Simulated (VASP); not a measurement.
# Al (a cell with a defect) in VASP: a series of runs

The runs below take Al (a cell with a defect) through single point, relaxation of the atoms, with PBE.

All numbers are computed with VASP 6.6.1; they aren't measurements. Logs are shortened: lines on timing, memory, paths and dates and some standing lists are left out, and cuts for length are marked.

## Step 1: The cell of the first run

The cell holds a defect, 7 atoms: a = 5.715 Å, b = 5.715 Å, c = 5.715 Å, α = 60.00°, β = 60.00°, γ = 60.00°.

## Step 2: Single point, PBE

The input, INCAR:

```
SYSTEM = Al
  PREC = Accurate
  ENCUT = 400
  EDIFF = 1E-6
  ISMEAR = 0
  SIGMA = 0.1
  LREAL = .FALSE.
  LASPH = .TRUE.
  NELM = 120
  ALGO = Normal
  ISIF = 2
  LWAVE = .FALSE.
  LCHARG = .TRUE.
  GGA = PE
  LELF = .TRUE.
  LVHAR = .TRUE.
  NBANDS = 20
  GGA_COMPAT = .FALSE.
```

The input, KPOINTS:

```
regular mesh
0
G
  6 6 6
  0 0 0
```

The input, POSCAR:

```
Al
1.0
    0.0000000000      4.0414568105     -4.0414568105
    4.0414568105      4.0414568105      0.0000000000
    4.0414568105      0.0000000000     -4.0414568105
Al
7
Direct
    0.5000000000      0.5000000000      0.5000000000
    0.0000000000      0.0000000000      0.5000000000
    0.0000000000      0.5000000000      0.5000000000
    0.5000000000      0.0000000000      0.0000000000
    0.5000000000      0.5000000000      0.0000000000
    0.0000000000      0.0000000000      0.0000000000
    0.0000000000      0.5000000000      0.0000000000
```

Potentials or basis: VASP PAW PBE potentials, release 64 (Al).

On the command line:

```sh
$ cat potpaw_PBE.64/Al/POTCAR > POTCAR
$ mpirun -np 1 vasp_std > vasp.out
```

OUTCAR:

```text
SYSTEM = Al
   PREC = Accurate
   ENCUT = 400
   EDIFF = 1E-6
   ISMEAR = 0
   LREAL = .FALSE.
   LASPH = .TRUE.
   NELM = 120
   ISIF = 2
   GGA = PE

 ion  position               nearest neighbor table
   1  0.500  0.500  0.500-   3 2.86   5 2.86   4 2.86   5 2.86   7 2.86   2 2.86   4 2.86   2 2.86
                             3 2.86   7 2.86
   2  0.000  0.000  0.500-   3 2.86   6 2.86   4 2.86   6 2.86   7 2.86   1 2.86   3 2.86   7 2.86
                             1 2.86   4 2.86
   3  0.000  0.500  0.500-   1 2.86   2 2.86   7 2.86   5 2.86   6 2.86   7 2.86   2 2.86   6 2.86
                             1 2.86   5 2.86
   4  0.500  0.000  0.000-   5 2.86   6 2.86   1 2.86   2 2.86   1 2.86   5 2.86   7 2.86   2 2.86
                             6 2.86   7 2.86
   5  0.500  0.500  0.000-   1 2.86   4 2.86   7 2.86   1 2.86   3 2.86   4 2.86   6 2.86   3 2.86
                             6 2.86   7 2.86
   6  0.000  0.000  0.000-   2 2.86   4 2.86   7 2.86   2 2.86   3 2.86   3 2.86   5 2.86   7 2.86
                             4 2.86   5 2.86
   7  0.000  0.500  0.000-   3 2.86   5 2.86   6 2.86   1 2.86   2 2.86   3 2.86   2 2.86   4 2.86
                             6 2.86   1 2.86   4 2.86   5 2.86

  LATTYP: Found a face centered cubic cell.
 ALAT       =     8.0829136210

  Lattice vectors:

 A1 = (   0.0000000000,   4.0414568105,  -4.0414568105)
 A2 = (   4.0414568105,   4.0414568105,   0.0000000000)
 A3 = (   4.0414568105,   0.0000000000,  -4.0414568105)

Analysis of symmetry for initial positions (statically):
=====================================================================
 Subroutine PRICEL returns:
 Original cell was already a primitive cell.

 Routine SETGRP: Setting up the symmetry group for a
 face centered cubic supercell.

 Subroutine GETGRP returns: Found 48 space group operations
 (whereof  8 operations were pure point group operations)
 out of a pool of 48 trial point group operations.

The static configuration has the point symmetry D_2h.
 The point group associated with its full space group is O_h .

Analysis of symmetry for dynamics (positions and initial velocities):
=====================================================================
 Subroutine PRICEL returns:
 Original cell was already a primitive cell.

 Routine SETGRP: Setting up the symmetry group for a
 face centered cubic supercell.

 Subroutine GETGRP returns: Found 48 space group operations
 (whereof  8 operations were pure point group operations)
 out of a pool of 48 trial point group operations.

The dynamic configuration has the point symmetry D_2h.
 The point group associated with its full space group is O_h .

 Subroutine INISYM returns: Found 48 space group operations
 (whereof  8 operations are pure point group operations),
 and found     1 'primitive' translations

----------------------------------------------------------------------------------------

                                     Primitive cell

  volume of cell :     132.0212

  direct lattice vectors                    reciprocal lattice vectors
     0.000000000  4.041456810 -4.041456810    -0.123717764  0.123717764 -0.123717764
     4.041456810  4.041456810  0.000000000     0.123717764  0.123717764  0.123717764
     4.041456810  0.000000000 -4.041456810     0.123717764 -0.123717764 -0.123717764

  length of vectors
     5.715483033  5.715483033  5.715483033     0.214285453  0.214285453  0.214285453

  position of ions in fractional coordinates (direct lattice)
     0.500000000  0.500000000  0.500000000
     0.000000000  0.000000000  0.500000000
     0.000000000  0.500000000  0.500000000
     0.500000000  0.000000000  0.000000000
     0.500000000  0.500000000  0.000000000
     0.000000000  0.000000000  0.000000000
     0.000000000  0.500000000  0.000000000

  ion indices of the primitive-cell ions
   primitive index   ion index
                 1           1
                 2           2
                 3           3
                 4           4
                 5           5
                 6           6
                 7           7

----------------------------------------------------------------------------------------

 KPOINTS: regular mesh

Automatic generation of k-mesh.
 Grid dimensions read from file:
 generate k-points for:    6    6    6

 Generating k-lattice:

  Cartesian coordinates                     Fractional coordinates (reciprocal lattice)
    -0.020619627  0.020619627 -0.020619627     0.166666667  0.000000000  0.000000000
     0.020619627  0.020619627  0.020619627     0.000000000  0.166666667  0.000000000
     0.020619627 -0.020619627 -0.020619627     0.000000000  0.000000000  0.166666667

  Length of vectors
     0.035714242  0.035714242  0.035714242

  Shift w.r.t. Gamma in fractional coordinates (k-lattice)
     0.000000000  0.000000000  0.000000000

 Subroutine IBZKPT returns following result:
 ===========================================

 Found     16 irreducible k-points:

 Following reciprocal coordinates:
            Coordinates               Weight
  0.000000  0.000000  0.000000      1.000000
  0.166667  0.000000  0.000000      8.000000
  0.333333  0.000000  0.000000      8.000000
  0.500000  0.000000  0.000000      4.000000
  0.166667  0.166667  0.000000      6.000000
  0.333333  0.166667  0.000000     24.000000
[... 8 lines left out ...]
 -0.333333  0.333333  0.166667     24.000000
 -0.333333  0.500000  0.166667     12.000000
   k-points           NKPTS =     16   k-points in BZ     NKDIM =     16   number of bands    NBANDS=     20
   number of dos      NEDOS =    301   number of ions     NIONS =      7
   total plane-waves  NPLWV =  64000
   dimension x,y,z NGX =    40 NGY =   40 NGZ =   40
   dimension x,y,z NGXF=    80 NGYF=   80 NGZF=   80
   ions per type =               7
   NGX,Y,Z   is equivalent  to a cutoff of  11.63, 11.63, 11.63 a.u.
   NGXF,Y,Z  is equivalent  to a cutoff of  23.27, 23.27, 23.27 a.u.
 SYSTEM =  Al
   PREC   = accura    normal or accurate (medium, high low for compatibility)
   ISTART =      0    job   : 0-new  1-cont  2-samecut
   ICHARG =      2    charge: 1-file 2-atom 10-const
   ISPIN  =      1    spin polarized calculation?
   LNONCOLLINEAR =      F non collinear calculations
   LSORBIT =      F    spin-orbit coupling
   LASPH  =      T    aspherical Exc in radial PAW
   ENCUT  =  400.0 eV  29.40 Ry    5.42 a.u.   9.32  9.32  9.32*2*pi/ulx,y,z
   NELM   =    120;   NELMIN=  2; NELMDL= -5     # of ELM steps
   EDIFF  = 0.1E-05   stopping-criterion for ELM
   LREAL  =      F    real-space projection
   EDIFFG = 0.1E-04   stopping-criterion for IOM
   NSW    =      0    number of steps for IOM
   IBRION =     -1    ionic relax: 0-MD 1-quasi-New 2-CG
   NFREE  =      0    steps in history (QN), initial steepest desc. (CG)
   ISIF   =      2    stress and relaxation
   ISYM   =      2    0-nonsym 1-usesym 2-fastsym
   POTIM  = 0.5000    time-step for ionic-motion
   TEBEG  =    0.0;   TEEND  =   0.0 temperature during run
   PSTRESS=    0.0 pullay stress
   NELECT =      21.0000    total number of electrons
   NUPDOWN=      -1.0000    fix difference up-down
   EMIN   =  10.00;   EMAX   =-10.00  energy-range for DOS
   EFERMI =   0.00;   METHOD = LEGACY
   ISMEAR =     0;   SIGMA  =   0.10  broadening in eV -4-tet -1-fermi 0-gaus
   EFERMI_NEDOS =   21; number of points for ismear=-14 and -15
   IALGO  =     38    algorithm
   IMIX   =      4    mixing-type and parameters
     AMIX     =   0.40;   BMIX     =  1.00
     AMIX_MAG =   1.60;   BMIX_MAG =  1.00
  volume/ion in A,a.u.               =      18.86       127.27
  Fermi-wavevector in a.u.,A,eV,Ry     =   0.887020  1.676224 10.705120  0.786804
  Thomas-Fermi vector in A             =   2.008263
   LORBIT       =      0    0 simple, 1 ext, 2 COOP (PROOUT), +10 PAW based schemes
   GGA     = PE    functional components
   LHFCALC =     F    Hartree Fock is set to
   AEXX    =    0.0000 exact exchange contribution
   IVDW    =     0    specifies the selected vdW correction
   LEPSILON=     F    determine dielectric tensor
   LRPA    =     F    only Hartree local field effects (RPA)
 non-spin polarized calculation
 Gauss-broadening in eV      SIGMA  =   0.10
  energy-cutoff  :      400.00
  volume of cell :      132.02
 maximum number of plane-waves:      2424
 NGX is ok and might be reduce to    40
   NGX = 19   NGY = 19   NGZ = 19

 number of electron      21.0000000 magnetization

 Free energy of the ion-electron system (eV)
  ---------------------------------------------------
  ext. energy  EPLUGINS =         0.00000000
  ---------------------------------------------------
  free energy    TOTEN  =       -25.42828167 eV

  energy without entropy =      -25.40776573  energy(sigma->0) =      -25.41802370

 E-fermi :   6.5007     XC(G=0):  -9.6121

 val. band max:        6.4970927558   @ k =   0.5000   0.3333   0.0000
 cond. band min:       6.5168616188   @ k =   0.5000   0.0000   0.0000
 fundamental gap:      0.0197688630
 Fermi energy:         6.5007405382

 k-point     1 :       0.0000    0.0000    0.0000
  band No.  band energies     occupation
      1      -3.9008      2.00000
      2       2.0953      2.00000
      3       2.5603      2.00000
      4       2.5603      2.00000
      5       2.5603      2.00000
      6       2.6028      2.00000
[... 12 lines left out ...]
     19      12.6751      0.00000
     20      12.6751      0.00000

 k-point     2 :       0.1667    0.0000    0.0000
  band No.  band energies     occupation
      1      -3.7204      2.00000
      2       0.6440      2.00000
      3       2.0503      2.00000
      4       2.0521      2.00000
      5       2.0521      2.00000
      6       3.1736      2.00000
[... 12 lines left out ...]
     19      12.7310      0.00000
     20      13.3921      0.00000
[... 281 lines left out ...]
      3      -0.5883      2.00000
      4       0.3812      2.00000
      5       2.7225      2.00000
      6       2.7850      2.00000
[... 12 lines left out ...]
     19      10.9078      0.00000
     20      11.0737      0.00000

 k-point    16 :      -0.3333    0.5000    0.1667
  band No.  band energies     occupation
      1      -1.6277      2.00000
      2      -1.6051      2.00000
      3      -0.8974      2.00000
      4       0.0816      2.00000
      5       2.0240      2.00000
      6       3.0340      2.00000
[... 12 lines left out ...]
     19      10.6244      0.00000
     20      11.5394      0.00000

------------------------ aborting loop because EDIFF is reached ----------------------------------------

  FORCE on cell =-STRESS in cart. coord.  units (eV):
  Direction    XX          YY          ZZ          XY          YZ          ZX
  --------------------------------------------------------------------------------------
  -------------------------------------------------------------------------------------
  Total       -2.0240287     -2.0240287     -2.0240287     -0.0000000      0.0000000      0.0000000
  in kB      -24.5631141    -24.5631141    -24.5631141     -0.0000000      0.0000000      0.0000000
  external PRESSURE =     -24.5631141 kB  Pullay stress =       0.0000000 kB

 VOLUME and BASIS-vectors are now :
 -----------------------------------------------------------------------------
  energy-cutoff  :      400.00
  volume of cell :      132.02
      direct lattice vectors                 reciprocal lattice vectors
     0.000000000  4.041456810 -4.041456810    -0.123717764  0.123717764 -0.123717764
     4.041456810  4.041456810  0.000000000     0.123717764  0.123717764  0.123717764
     4.041456810  0.000000000 -4.041456810     0.123717764 -0.123717764 -0.123717764

 POSITION                                       TOTAL-FORCE (eV/Angst)
 -----------------------------------------------------------------------------------
      4.04146      4.04146     -4.04146         0.000000      0.000000     -0.000000
      2.02073      0.00000     -2.02073         0.000000     -0.000000      0.000000
      4.04146      2.02073     -2.02073         0.000000      0.000000     -0.000000
      0.00000      2.02073     -2.02073        -0.000000      0.000000      0.000000
      2.02073      4.04146     -2.02073         0.000000     -0.000000     -0.000000
      0.00000      0.00000      0.00000         0.000000      0.000000     -0.000000
      2.02073      2.02073      0.00000         0.000000      0.000000     -0.000000
 -----------------------------------------------------------------------------------
    total drift:                                0.000000     -0.000000     -0.000000

  FREE ENERGIE OF THE ION-ELECTRON SYSTEM (eV)
  ---------------------------------------------------
  free  energy   TOTEN  =       -25.4282816730 eV

  energy  without entropy=      -25.4077657309  energy(sigma->0) =      -25.41802370
```

It took 31 s on 1 thread of Intel Xeon Platinum 8375C at 2.90GHz (Ice Lake), shared host; peak memory 0.22 GiB.

What came out:

| Item | Value |
| --- | --- |
| Free energy | -25.4283 eV |
| Pressure | -2.5 GPa |

## Step 3: Relaxation of the atoms, PBE

The input, INCAR:

```
PREC = Accurate
ENCUT = 450
EDIFF = 1E-7
ISMEAR = 0
SIGMA = 0.1
LREAL = False
LASPH = True
NELM = 120
ALGO = Normal
ISIF = 2
LWAVE = False
LCHARG = False
GGA = PE
IBRION = 2
NSW = 65
EDIFFG = -0.025
GGA_COMPAT = False
NELMIN = 4
```

The input, KPOINTS:

```
Automatic mesh
0
Gamma
  6 6 6
```

POSCAR is that of step 2.

Potentials or basis: VASP PAW PBE potentials, release 64 (Al).

On the command line:

```sh
$ cat potpaw_PBE.64/Al/POTCAR > POTCAR
$ mpirun -np 1 vasp_std > vasp.out
```

OUTCAR:

```text
PREC = Accurate
   ENCUT = 450
   EDIFF = 1E-7
   ISMEAR = 0
   LREAL = False
   LASPH = True
   NELM = 120
   ISIF = 2
   GGA = PE
   IBRION = 2
   NSW = 65
   EDIFFG = -0.025
   NELMIN = 4

 ion  position               nearest neighbor table
   1  0.500  0.500  0.500-   3 2.86   5 2.86   4 2.86   5 2.86   7 2.86   2 2.86   4 2.86   2 2.86
                             3 2.86   7 2.86
   2  0.000  0.000  0.500-   3 2.86   6 2.86   4 2.86   6 2.86   7 2.86   1 2.86   3 2.86   7 2.86
                             1 2.86   4 2.86
   3  0.000  0.500  0.500-   1 2.86   2 2.86   7 2.86   5 2.86   6 2.86   7 2.86   2 2.86   6 2.86
                             1 2.86   5 2.86
   4  0.500  0.000  0.000-   5 2.86   6 2.86   1 2.86   2 2.86   1 2.86   5 2.86   7 2.86   2 2.86
                             6 2.86   7 2.86
   5  0.500  0.500  0.000-   1 2.86   4 2.86   7 2.86   1 2.86   3 2.86   4 2.86   6 2.86   3 2.86
                             6 2.86   7 2.86
   6  0.000  0.000  0.000-   2 2.86   4 2.86   7 2.86   2 2.86   3 2.86   3 2.86   5 2.86   7 2.86
                             4 2.86   5 2.86
   7  0.000  0.500  0.000-   3 2.86   5 2.86   6 2.86   1 2.86   2 2.86   3 2.86   2 2.86   4 2.86
                             6 2.86   1 2.86   4 2.86   5 2.86

  LATTYP: Found a face centered cubic cell.
 ALAT       =     8.0829136210

  Lattice vectors:

 A1 = (   0.0000000000,   4.0414568105,  -4.0414568105)
 A2 = (   4.0414568105,   4.0414568105,   0.0000000000)
 A3 = (   4.0414568105,   0.0000000000,  -4.0414568105)

Analysis of symmetry for initial positions (statically):
=====================================================================
 Subroutine PRICEL returns:
 Original cell was already a primitive cell.

 Routine SETGRP: Setting up the symmetry group for a
 face centered cubic supercell.

 Subroutine GETGRP returns: Found 48 space group operations
 (whereof  8 operations were pure point group operations)
 out of a pool of 48 trial point group operations.

The static configuration has the point symmetry D_2h.
 The point group associated with its full space group is O_h .

Analysis of symmetry for dynamics (positions and initial velocities):
=====================================================================
 Subroutine PRICEL returns:
 Original cell was already a primitive cell.
[... 156 lines left out ...]

  energy without entropy =      -25.40963912  energy(sigma->0) =      -25.41989748

 E-fermi :   6.5004     XC(G=0):  -9.6122

 val. band max:        6.4967631998   @ k =   0.5000   0.3333   0.0000
 cond. band min:       6.5165732605   @ k =   0.5000   0.0000   0.0000
 fundamental gap:      0.0198100608
 Fermi energy:         6.5004126476

 k-point     1 :       0.0000    0.0000    0.0000
  band No.  band energies     occupation
      1      -3.9010      2.00000
      2       2.0951      2.00000
      3       2.5600      2.00000
      4       2.5600      2.00000
      5       2.5600      2.00000
      6       2.6026      2.00000
      7       2.6026      2.00000
      8       2.6026      2.00000
      9       3.5956      2.00000
     10       4.9480      2.00000
     11       4.9480      2.00000
     12       4.9480      2.00000
     13       5.5665      2.00000
     14       5.5665      2.00000
[... 241 lines left out ...]
      1      -1.6279      2.00000
      2      -1.6053      2.00000
      3      -0.8976      2.00000
      4       0.0814      2.00000
      5       2.0237      2.00000
      6       3.0338      2.00000
      7       4.1107      2.00000
      8       4.9892      2.00000
      9       6.2198      1.99993
     10       7.1307      0.00000
     11       7.1815      0.00000
     12       7.4364      0.00000
     13       8.2611      0.00000
     14       8.3346      0.00000

------------------------ aborting loop because EDIFF is reached ----------------------------------------

  FORCE on cell =-STRESS in cart. coord.  units (eV):
  Direction    XX          YY          ZZ          XY          YZ          ZX
  --------------------------------------------------------------------------------------
  -------------------------------------------------------------------------------------
  Total       -2.0140977     -2.0140977     -2.0140977     -0.0000000      0.0000000      0.0000000
  in kB      -24.4425941    -24.4425941    -24.4425941     -0.0000000      0.0000000      0.0000000
  external PRESSURE =     -24.4425941 kB  Pullay stress =       0.0000000 kB

 VOLUME and BASIS-vectors are now :
 -----------------------------------------------------------------------------
  energy-cutoff  :      450.00
  volume of cell :      132.02
      direct lattice vectors                 reciprocal lattice vectors
     0.000000000  4.041456810 -4.041456810    -0.123717764  0.123717764 -0.123717764
     4.041456810  4.041456810  0.000000000     0.123717764  0.123717764  0.123717764
     4.041456810  0.000000000 -4.041456810     0.123717764 -0.123717764 -0.123717764

 POSITION                                       TOTAL-FORCE (eV/Angst)
 -----------------------------------------------------------------------------------
      4.04146      4.04146     -4.04146         0.000000      0.000000      0.000000
      2.02073      0.00000     -2.02073         0.000000     -0.000000      0.000000
      4.04146      2.02073     -2.02073         0.000000     -0.000000      0.000000
      0.00000      2.02073     -2.02073         0.000000     -0.000000      0.000000
      2.02073      4.04146     -2.02073        -0.000000     -0.000000     -0.000000
      0.00000      0.00000      0.00000         0.000000     -0.000000      0.000000
      2.02073      2.02073      0.00000         0.000000     -0.000000     -0.000000
 -----------------------------------------------------------------------------------
    total drift:                                0.000000     -0.000000     -0.000000

  FREE ENERGIE OF THE ION-ELECTRON SYSTEM (eV)
  ---------------------------------------------------
  free  energy   TOTEN  =       -25.4301558487 eV

  energy  without entropy=      -25.4096391177  energy(sigma->0) =      -25.41989748

 reached required accuracy - stopping structural energy minimisation
```

Wall time 26 s (1 thread of Intel Xeon Platinum 8375C at 2.90GHz (Ice Lake), shared host); peak memory 0.23 GiB.

What came out:

| Property | Result |
| --- | --- |
| Free energy | -25.4302 eV |
| Pressure after relaxing | -2.4 GPa |

Final structure:
```yaml
crystal:
  lattice:
    - [0.00000, 4.04146, -4.04146]
    - [4.04146, 4.04146, 0.00000]
    - [4.04146, 0.00000, -4.04146]
  atoms:
    - { symbol: Al, position: [0.50000, 0.50000, 0.50000] }
    - { symbol: Al, position: [0.00000, 0.00000, 0.50000] }
    - { symbol: Al, position: [0.00000, 0.50000, 0.50000] }
    - { symbol: Al, position: [0.50000, 0.00000, 0.00000] }
    - { symbol: Al, position: [0.50000, 0.50000, 0.00000] }
    - { symbol: Al, position: [0.00000, 0.00000, 0.00000] }
    - { symbol: Al, position: [0.00000, 0.50000, 0.00000] }
```

Caveat: the relaxation stopped at its first step, so nothing moved; the bands computed are all filled at some k points, so no gap is given.

(Continued in part 2 of 2.)
